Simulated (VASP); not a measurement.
# B2C3 (P-3m1) in VASP: notebook

B2C3 is run at these levels: PBE; tasks: single point, relaxation of cell and atoms.

Everything below comes from runs of VASP 6.6.1. Logs are shortened: lines on timing, memory, paths and dates and some standing lists are left out, and cuts for length are marked.

## 1. The cell of the first run

It takes space group P-3m1 (No. 164, trigonal). The conventional cell has a = 2.603 Å, b = 2.603 Å, c = 5.227 Å, α = 90.00°, β = 90.00°, γ = 120.00°. B (site symmetry 3m) has 4 C at 1.59 to 1.69 Å and 3 B at 2.15 Å within 2.2 Å. C (site symmetry 3m) has 3 C at 1.59 Å and 1 B at 1.59 Å within 2.1 Å. C (site symmetry -3m) has 6 B at 1.69 Å within 2.2 Å.

The cell was built from a structure type or drawn by symmetry, and may not be a known phase.

## 2. Single point, PBE

INCAR

```
SYSTEM = B2C3
PREC = Accurate
ENCUT = 520
EDIFF = 1E-6
ISMEAR = 0
SIGMA = 0.1
LREAL = .False.
LASPH = .True.
NELM = 80
ALGO = Normal
ISIF = 2
LWAVE = .False.
LCHARG = .False.
GGA = PE
NBANDS = 17
```

KPOINTS

```
regular mesh
0
Gamma
  6 6 4
  0 0 0
```

POSCAR

```
B2C3
1.0
    2.6033153962      0.0000000021      0.0000000000
   -1.3016576999      2.2545372662      0.0000000000
    0.0000000000      0.0000000000      5.2267466980
B C
2 3
Direct
    0.6666666667      0.3333333333      0.8526065029
    0.3333333333      0.6666666667      0.1473934971
    0.6666666667      0.3333333333      0.5488207237
    0.3333333333      0.6666666667      0.4511792763
    0.0000000000      0.0000000000      0.0000000000
```

Potentials or basis: VASP PAW PBE potentials, release 64 (B, C).

Command:

```bash
$ cat potpaw_PBE.64/B/POTCAR potpaw_PBE.64/C/POTCAR > POTCAR
$ mpirun -np 1 vasp_std > vasp.out
```

OUTCAR:

```text
SYSTEM = B2C3
   PREC = Accurate
   ENCUT = 520
   EDIFF = 1E-6
   ISMEAR = 0
   LREAL = .False.
   LASPH = .True.
   NELM = 80
   ISIF = 2
   GGA = PE

 ion  position               nearest neighbor table
   1  0.667  0.333  0.853-   3 1.59   5 1.69   5 1.69   5 1.69   2 2.15   2 2.15   2 2.15
   2  0.333  0.667  0.147-   4 1.59   5 1.69   5 1.69   5 1.69   1 2.15   1 2.15   1 2.15
   3  0.667  0.333  0.549-   4 1.59   4 1.59   4 1.59   1 1.59
   4  0.333  0.667  0.451-   3 1.59   3 1.59   3 1.59   2 1.59
   5  0.000  0.000  0.000-   1 1.69   2 1.69   1 1.69   2 1.69   1 1.69   2 1.69

  LATTYP: Found a hexagonal cell.
 ALAT       =     2.6033153962
 C/A-ratio  =     2.0077270336

  Lattice vectors:

 A1 = (   2.6033153962,   0.0000000021,   0.0000000000)
 A2 = (  -1.3016576999,   2.2545372662,   0.0000000000)
 A3 = (   0.0000000000,   0.0000000000,   5.2267466980)

Analysis of symmetry for initial positions (statically):
=====================================================================
 Subroutine PRICEL returns:
 Original cell was already a primitive cell.

 Routine SETGRP: Setting up the symmetry group for a
 hexagonal supercell.

 Subroutine GETGRP returns: Found 12 space group operations
 (whereof 12 operations were pure point group operations)
 out of a pool of 24 trial point group operations.

The static configuration has the point symmetry D_3d.

Analysis of symmetry for dynamics (positions and initial velocities):
=====================================================================
 Subroutine PRICEL returns:
 Original cell was already a primitive cell.

 Routine SETGRP: Setting up the symmetry group for a
 hexagonal supercell.

 Subroutine GETGRP returns: Found 12 space group operations
 (whereof 12 operations were pure point group operations)
 out of a pool of 24 trial point group operations.

The dynamic configuration has the point symmetry D_3d.

 Subroutine INISYM returns: Found 12 space group operations
 (whereof 12 operations are pure point group operations),
 and found     1 'primitive' translations

----------------------------------------------------------------------------------------

                                     Primitive cell

  volume of cell :      30.6772

  direct lattice vectors                    reciprocal lattice vectors
     2.603315396  0.000000002  0.000000000     0.384125566  0.221774999  0.000000000
    -1.301657700  2.254537266  0.000000000    -0.000000000  0.443549998  0.000000000
     0.000000000  0.000000000  5.226746698     0.000000000  0.000000000  0.191323601

  length of vectors
     2.603315396  2.603315396  5.226746698     0.443549998  0.443549998  0.191323601

  position of ions in fractional coordinates (direct lattice)
     0.666666667  0.333333333  0.852606503
     0.333333333  0.666666667  0.147393497
     0.666666667  0.333333333  0.548820724
     0.333333333  0.666666667  0.451179276
     0.000000000  0.000000000  0.000000000

  ion indices of the primitive-cell ions
   primitive index   ion index
                 1           1
                 2           2
                 3           3
                 4           4
                 5           5

----------------------------------------------------------------------------------------

 KPOINTS: regular mesh

Automatic generation of k-mesh.
 Grid dimensions read from file:
 generate k-points for:    6    6    4

 Generating k-lattice:

  Cartesian coordinates                     Fractional coordinates (reciprocal lattice)
     0.064020928  0.036962500  0.000000000     0.166666667  0.000000000  0.000000000
    -0.000000000  0.073925000  0.000000000     0.000000000  0.166666667  0.000000000
     0.000000000  0.000000000  0.047830900     0.000000000  0.000000000  0.250000000

  Length of vectors
     0.073925000  0.073925000  0.047830900

  Shift w.r.t. Gamma in fractional coordinates (k-lattice)
     0.000000000  0.000000000  0.000000000

 Subroutine IBZKPT returns following result:
 ===========================================

 Found     24 irreducible k-points:

 Following reciprocal coordinates:
            Coordinates               Weight
  0.000000  0.000000  0.000000      1.000000
  0.166667  0.000000  0.000000      6.000000
  0.333333  0.000000  0.000000      6.000000
  0.500000  0.000000  0.000000      3.000000
  0.166667  0.166667  0.000000      6.000000
  0.333333  0.166667  0.000000     12.000000
[... 16 lines left out ...]
  0.333333  0.166667  0.500000     12.000000
  0.333333  0.333333  0.500000      2.000000
   k-points           NKPTS =     24   k-points in BZ     NKDIM =     24   number of bands    NBANDS=     17
   number of dos      NEDOS =    301   number of ions     NIONS =      5
   total plane-waves  NPLWV =  16000
   dimension x,y,z NGX =    20 NGY =   20 NGZ =   40
   dimension x,y,z NGXF=    40 NGYF=   40 NGZF=   80
   ions per type =               2   3
   NGX,Y,Z   is equivalent  to a cutoff of  12.77, 12.77, 12.72 a.u.
   NGXF,Y,Z  is equivalent  to a cutoff of  25.54, 25.54, 25.45 a.u.
 SYSTEM =  B2C3
   PREC   = accura    normal or accurate (medium, high low for compatibility)
   ISTART =      0    job   : 0-new  1-cont  2-samecut
   ICHARG =      2    charge: 1-file 2-atom 10-const
   ISPIN  =      1    spin polarized calculation?
   LNONCOLLINEAR =      F non collinear calculations
   LSORBIT =      F    spin-orbit coupling
   LASPH  =      T    aspherical Exc in radial PAW
   ENCUT  =  520.0 eV  38.22 Ry    6.18 a.u.   4.84  4.84  9.72*2*pi/ulx,y,z
   NELM   =     80;   NELMIN=  2; NELMDL= -5     # of ELM steps
   EDIFF  = 0.1E-05   stopping-criterion for ELM
   LREAL  =      F    real-space projection
[... 7 lines left out ...]
   TEBEG  =    0.0;   TEEND  =   0.0 temperature during run
   PSTRESS=    0.0 pullay stress
   NELECT =      18.0000    total number of electrons
   NUPDOWN=      -1.0000    fix difference up-down
   EMIN   =  10.00;   EMAX   =-10.00  energy-range for DOS
   EFERMI =   0.00;   METHOD = LEGACY
   ISMEAR =     0;   SIGMA  =   0.10  broadening in eV -4-tet -1-fermi 0-gaus
   EFERMI_NEDOS =   21; number of points for ismear=-14 and -15
   IALGO  =     38    algorithm
   IMIX   =      4    mixing-type and parameters
     AMIX     =   0.40;   BMIX     =  1.00
     AMIX_MAG =   1.60;   BMIX_MAG =  1.00
  volume/ion in A,a.u.               =       6.14        41.40
  Fermi-wavevector in a.u.,A,eV,Ry     =   1.370547  2.589957 25.557153  1.878398
  Thomas-Fermi vector in A             =   2.496323
   LORBIT       =      0    0 simple, 1 ext, 2 COOP (PROOUT), +10 PAW based schemes
   GGA     = PE    functional components
   LHFCALC =     F    Hartree Fock is set to
   AEXX    =    0.0000 exact exchange contribution
   IVDW    =     0    specifies the selected vdW correction
   LEPSILON=     F    determine dielectric tensor
   LRPA    =     F    only Hartree local field effects (RPA)
 non-spin polarized calculation
 Gauss-broadening in eV      SIGMA  =   0.10
  energy-cutoff  :      520.00
  volume of cell :       30.68
 maximum number of plane-waves:       855
   NGX =  9   NGY =  9   NGZ = 19

 number of electron      17.9999998 magnetization

 Free energy of the ion-electron system (eV)
  ---------------------------------------------------
  ext. energy  EPLUGINS =         0.00000000
  ---------------------------------------------------
  free energy    TOTEN  =       -39.24041574 eV

  energy without entropy =      -39.23958707  energy(sigma->0) =      -39.24000140

 E-fermi :  10.2842     XC(G=0): -12.6926

 val. band max:       10.2437334380   @ k =   0.0000   0.0000   0.5000
 cond. band min:      10.3770875980   @ k =   0.5000   0.0000   0.5000
 fundamental gap:      0.1333541600
 Fermi energy:        10.2842090771

 k-point     1 :       0.0000    0.0000    0.0000
  band No.  band energies     occupation
      1     -11.0204      2.00000
      2      -8.4738      2.00000
      3      -3.8684      2.00000
      4       5.6213      2.00000
      5       6.2249      2.00000
      6       7.2746      2.00000
[... 9 lines left out ...]
     16      20.3102      0.00000
     17      20.3196      0.00000

 k-point     2 :       0.1667    0.0000    0.0000
  band No.  band energies     occupation
      1     -10.3785      2.00000
      2      -7.8635      2.00000
      3      -3.2415      2.00000
      4       3.8839      2.00000
      5       5.4023      2.00000
      6       5.4982      2.00000
[... 9 lines left out ...]
     16      20.1578      0.00000
     17      20.5269      0.00000

 k-point     3 :       0.3333    0.0000    0.0000
  band No.  band energies     occupation
      1      -8.4727      2.00000
      2      -6.0894      2.00000
      3      -1.5111      2.00000
      4      -0.8501      2.00000
      5       1.2935      2.00000
      6       3.7472      2.00000
[... 9 lines left out ...]
     16      20.5754      0.00000
     17      22.1516      0.00000

 k-point     4 :       0.5000    0.0000    0.0000
  band No.  band energies     occupation
      1      -5.5960      2.00000
      2      -5.3519      2.00000
      3      -3.1513      2.00000
      4      -2.3924      2.00000
      5       1.4822      2.00000
      6       1.8001      2.00000
[... 9 lines left out ...]
     16      22.2294      0.00000
     17      22.2493      0.00000
[... 343 lines left out ...]
      1      -8.5160      2.00000
      2      -7.8232      2.00000
      3       0.3173      2.00000
      4       1.7464      2.00000
      5       1.9011      2.00000
      6       2.4941      2.00000
[... 9 lines left out ...]
     16      19.1084      0.00000
     17      21.7855      0.00000

 k-point    23 :       0.3333    0.1667    0.5000
  band No.  band energies     occupation
      1      -6.0634      2.00000
      2      -5.4668      2.00000
      3      -2.1784      2.00000
      4      -1.7341      2.00000
      5       1.2993      2.00000
      6       2.0800      2.00000
[... 9 lines left out ...]
     16      21.7000      0.00000
     17      22.5877      0.00000

 k-point    24 :       0.3333    0.3333    0.5000
  band No.  band energies     occupation
      1      -4.0183      2.00000
      2      -3.1527      2.00000
      3      -3.1527      2.00000
      4      -2.1968      2.00000
      5      -2.1968      2.00000
      6       0.0154      2.00000
[... 9 lines left out ...]
     16      21.7247      0.00000
     17      23.1447      0.00000

------------------------ aborting loop because EDIFF is reached ----------------------------------------

  FORCE on cell =-STRESS in cart. coord.  units (eV):
  Direction    XX          YY          ZZ          XY          YZ          ZX
  --------------------------------------------------------------------------------------
  -------------------------------------------------------------------------------------
  Total        0.0562921      0.0562921      0.0862095      0.0000000     -0.0000000      0.0000000
  in kB        2.9399638      2.9399638      4.5024622      0.0000000     -0.0000000      0.0000000
  external PRESSURE =       3.4607966 kB  Pullay stress =       0.0000000 kB

 VOLUME and BASIS-vectors are now :
 -----------------------------------------------------------------------------
  energy-cutoff  :      520.00
  volume of cell :       30.68
      direct lattice vectors                 reciprocal lattice vectors
     2.603315396  0.000000002  0.000000000     0.384125566  0.221774999  0.000000000
    -1.301657700  2.254537266  0.000000000    -0.000000000  0.443549998  0.000000000
     0.000000000  0.000000000  5.226746698     0.000000000  0.000000000  0.191323601

 POSITION                                       TOTAL-FORCE (eV/Angst)
 -----------------------------------------------------------------------------------
      1.30166      0.75151      4.45636         0.000000      0.000000      0.013672
     -0.00000      1.50302      0.77039        -0.000000      0.000000     -0.013672
      1.30166      0.75151      2.86855         0.000000     -0.000000     -0.004995
     -0.00000      1.50302      2.35820        -0.000000     -0.000000      0.004995
      0.00000      0.00000      0.00000         0.000000     -0.000000      0.000000
 -----------------------------------------------------------------------------------
    total drift:                                0.000000     -0.000000      0.000000

  FREE ENERGIE OF THE ION-ELECTRON SYSTEM (eV)
  ---------------------------------------------------
  free  energy   TOTEN  =       -39.2404157352 eV

  energy  without entropy=      -39.2395870720  energy(sigma->0) =      -39.24000140
```

It took 6.3 s on 1 thread of Intel Xeon 6975P-C (Granite Rapids), shared host; peak memory 0.13 GiB.

What came out:

```yaml
Free_energy: -39.2404 eV
Pressure: 0.3 GPa
Largest_force: 0.014 eV/Å
Band_gap_on_the_k_mesh: 0.13 eV (least direct gap 1.62 eV)
```

Forces on the atoms (eV/Å):
```
B    0.000  0.000  0.014
B    0.000  0.000 -0.014
C    0.000  0.000 -0.005
C    0.000  0.000  0.005
C    0.000  0.000  0.000
```

Stress tensor (GPa, compression positive):
```
0.29 0.00 0.00
0.00 0.29 0.00
0.00 0.00 0.45
```

Caveat: the k points lie up to 0.46 Å⁻¹ apart.

## 3. Single point, PBE

This run uses another cell than the first one, of 9.64 Å³/atom.

INCAR

```
ALGO = Normal
EDIFF = 1E-6
ENCUT = 520
GGA = PE
ISIF = 2
ISMEAR = 0
LASPH = T
LCHARG = F
LREAL = F
LWAVE = F
NBANDS = 17
NELM = 100
PREC = Accurate
SIGMA = 0.1
```

KPOINTS

```
k-points
0
Gamma
  6 6 4
```

POSCAR

```
B2C3
1.0
    3.5803972900      0.0000000000      0.0000000000
   -1.7901986500      3.1007150100      0.0000000000
    0.0000000000      0.0000000000      4.3427203300
B C
2 3
Direct
    0.6666666700      0.3333333300      0.8575603400
    0.3333333300      0.6666666700      0.1424396600
    0.6666666700      0.3333333300      0.3600405200
    0.3333333300      0.6666666700      0.6399594800
    0.0000000000      0.0000000000      0.0000000000
```

Potentials or basis: VASP PAW PBE potentials, release 64 (B, C).

Command:

```bash
$ cat potpaw_PBE.64/B/POTCAR potpaw_PBE.64/C/POTCAR > POTCAR
$ mpirun -np 1 vasp_std > vasp.out
```

It took 9.6 s on 1 thread of Intel Xeon 6975P-C (Granite Rapids), shared host; peak memory 0.16 GiB.

It converged, with:

| Item | Value |
| --- | --- |
| Free energy | -24.3879 eV |
| Pressure | -34.7 GPa |
| Largest force | 0.959 eV/Å |
| Band gap on the k mesh | zero (bands 9 and 10 overlap by 2.22 eV) |

Forces on the atoms (eV/Å):
```
B    0.000  0.000 -0.959
B    0.000  0.000  0.959
C    0.000  0.000  0.161
C    0.000  0.000 -0.161
C    0.000  0.000  0.000
```

Stress tensor (GPa, compression positive):
```
-34.33   0.00   0.00
  0.00 -34.33   0.00
  0.00   0.00 -35.48
```

Levels at points of the mesh, in eV from the Fermi level:
```
           k point  band 6  band 7  band 8  band 9  band 10  band 11  band 12  band 13
(0.00, 0.00, 0.00)   -3.15   -2.60   -2.60   -2.57     0.63     1.24     1.24     1.99
(0.50, 0.00, 0.00)   -5.51   -4.69   -1.98   -0.06     0.03     0.67     0.82     3.98
(0.00, 0.00, 0.50)   -2.39   -2.09   -1.78   -1.78    -1.42    -1.42    -1.16     1.12
(0.50, 0.00, 0.50)   -4.68   -3.05   -2.53    0.30     1.49     2.56     2.90     3.12
```

Caveat: the k points lie up to 0.36 Å⁻¹ apart, too coarse for converged energies and pressures of a metal.

(Continued in part 2 of 2.)
